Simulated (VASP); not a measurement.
## I: relaxation of cell and atoms with PBE+D3(BJ)

Crystal: I.

```
CELL_PARAMETERS angstrom
0.00000 2.36560 3.90984
2.19225 0.00000 3.90984
2.19225 2.36560 0.00000
ATOMIC_POSITIONS crystal
I 0.00000 0.00000 0.00000
```

* Program: VASP 6.6.1
* Task: relaxation of cell and atoms
* Functional: PBE
* Dispersion: D3(BJ)
* Potentials or basis: VASP PAW PBE potentials, release 64 (I)
* Cutoff: 600 eV
* k mesh: 14 × 14 × 14
* Occupations: gaussian, width 0.1 eV
* Spin: no spin polarisation
* Dipole correction: no
* Further INCAR settings: ALGO = Normal; EDIFF = 1e-06; IBRION = 2; EDIFFG = -0.005; NSW = 100; ISIF = 3

```
Relaxed volume                         : 37.78 Å³/atom
Relaxed cell                           : a = 4.337 Å, b = 4.339 Å, c = 3.194 Å, α = 68.36°, β = 68.44°, γ = 43.20°
Space group after relaxing (to 0.05 Å) : I4/mmm (No. 139)
Energy gained by relaxing              : 9.2 meV/atom
Ionic steps                            : 35
Pressure after relaxing                : 0.0 GPa
Dispersion energy per atom             : -0.345 eV
```

Step by step:
| step | energy change (eV) | largest force (eV/Å) | pressure (GPa) | volume (Å³) |
| --- | --- | --- | --- | --- |
| 1 | 0.0000 | 0.0000 | -0.94 | 40.55 |
| 2 | -0.0037 | 0.0000 | 0.10 | 39.17 |
| 3 | -0.0038 | 0.0000 | -0.05 | 39.36 |
| 4 | -0.0055 | 0.0000 | -0.04 | 39.00 |
| 5 | -0.0078 | 0.0000 | -0.11 | 38.24 |
| 6 | -0.0066 | 0.0000 | 0.19 | 36.72 |
| 7 | -0.0084 | 0.0000 | 0.03 | 37.66 |
| 8 | -0.0084 | 0.0000 | 0.06 | 37.62 |
| 9 | -0.0085 | 0.0000 | -0.06 | 37.75 |
| 10 | -0.0085 | 0.0000 | -0.09 | 37.80 |
| 11 | -0.0086 | 0.0000 | -0.09 | 37.80 |
| 12 | -0.0087 | 0.0000 | -0.08 | 37.83 |
| 13 | -0.0089 | 0.0000 | -0.04 | 37.88 |
| 14 | -0.0091 | 0.0000 | 0.02 | 37.98 |
| 15 | -0.0091 | 0.0000 | -0.08 | 38.05 |
| 16 | -0.0091 | 0.0000 | -0.06 | 38.03 |
| 17 | -0.0091 | 0.0000 | -0.01 | 37.95 |
| 18 | -0.0092 | 0.0000 | 0.03 | 37.84 |
| 19 | -0.0092 | 0.0000 | -0.06 | 37.83 |
| 20 | -0.0092 | 0.0000 | -0.02 | 37.84 |
| 21 | -0.0092 | 0.0000 | -0.02 | 37.84 |
| 22 | -0.0092 | 0.0000 | -0.04 | 37.83 |
| 23 | -0.0092 | 0.0000 | -0.02 | 37.84 |
| 24 | -0.0092 | 0.0000 | -0.02 | 37.84 |
| 25 | -0.0092 | 0.0000 | -0.02 | 37.84 |
| 26 | -0.0092 | 0.0000 | 0.01 | 37.81 |
| 27 | -0.0092 | 0.0000 | 0.03 | 37.82 |
| 28 | -0.0092 | 0.0000 | -0.01 | 37.83 |
| 29 | -0.0092 | 0.0000 | -0.03 | 37.82 |
| 30 | -0.0092 | 0.0000 | -0.01 | 37.82 |
| 31 | -0.0092 | 0.0000 | -0.01 | 37.82 |
| 32 | -0.0092 | 0.0000 | 0.00 | 37.82 |
| 33 | -0.0092 | 0.0000 | 0.01 | 37.80 |
| 34 | -0.0092 | 0.0000 | 0.02 | 37.78 |
| 35 | -0.0092 | 0.0000 | 0.01 | 37.78 |

Final structure:
```xyz
1
Lattice="0.0000 2.2560 3.7037 2.2607 0.0000 3.7037 2.2607 2.2560 0.0000" Properties=species:S:1:pos:R:3 pbc="T T T"
I     0.0000    0.0000    0.0000
```

Levels at points of the mesh, in eV from the Fermi level:
```tsv
k point	band 1	band 2	band 3	band 4	band 5	band 6	band 7
(0.00, 0.00, 0.00)	-14.20	-1.82	0.90	0.91	4.68	7.38	8.32
(0.50, 0.00, 0.00)	-12.61	-5.52	-1.87	1.79	4.58	9.32	11.04
(0.50, 0.50, 0.00)	-13.82	-4.52	0.58	0.59	6.67	7.07	11.66
(0.50, 0.00, 0.50)	-11.18	-4.39	-3.97	-0.76	3.65	5.77	10.34
(0.00, 0.50, 0.50)	-11.18	-4.41	-3.95	-0.75	3.65	5.80	10.32
```

It took 12 min on 1 thread of Intel(R) Xeon(R) 6975P-C (Granite Rapids), with other jobs on the host, peak memory 0.33 GiB.

Caveat: spin-orbit coupling is left out, which moves the levels of the heavy elements; an odd number of electrons without spin polarisation forces a metal; a magnetic or distorted state may lie lower; pairwise dispersion overbinds metals, which lowers pressure and volume.
